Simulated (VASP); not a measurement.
KI, 2 atoms in the cell. Symmetry: Fm-3m, No. 225, cubic system. Conventional cell: a = 7.089 Å, b = 7.089 Å, c = 7.089 Å, α = 90.00°, β = 90.00°, γ = 90.00°. K (site symmetry m-3m) has 6 I at 3.54 Å within 4.7 Å. I (site symmetry m-3m) has 6 K at 3.54 Å within 4.7 Å. 

* Program: VASP 6.6.1
* Task: single point
* Functional: PBE
* Potentials or basis: VASP PAW PBE potentials, release 64 (K_sv, I)
* Cutoff: 520 eV
* k mesh: 4 × 4 × 4
* Occupations: gaussian, width 0.01 eV
* Spin: no spin polarisation
* Dipole correction: no
* Further INCAR settings: ALGO = Normal; EDIFF = 1e-06; NBANDS = 15

Potentials or basis: VASP PAW PBE potentials, release 64 (K_sv, I).

The run is started by

```sh
$ cat potpaw_PBE.64/K_sv/POTCAR potpaw_PBE.64/I/POTCAR > POTCAR
$ mpirun -np 1 vasp_std > vasp.out
```

Hardware: 1 thread of Intel(R) Xeon(R) Platinum 8259CL CPU @ 2.50GHz (Skylake/Cascade Lake), with other jobs on the host.

Question: Estimate the wall time of this run.

Answer: Run time: 14 s on 1 thread of Intel(R) Xeon(R) Platinum 8259CL CPU @ 2.50GHz (Skylake/Cascade Lake), on a shared host, peak memory 0.23 GiB. Counts: scf iterations 12, k points 8.
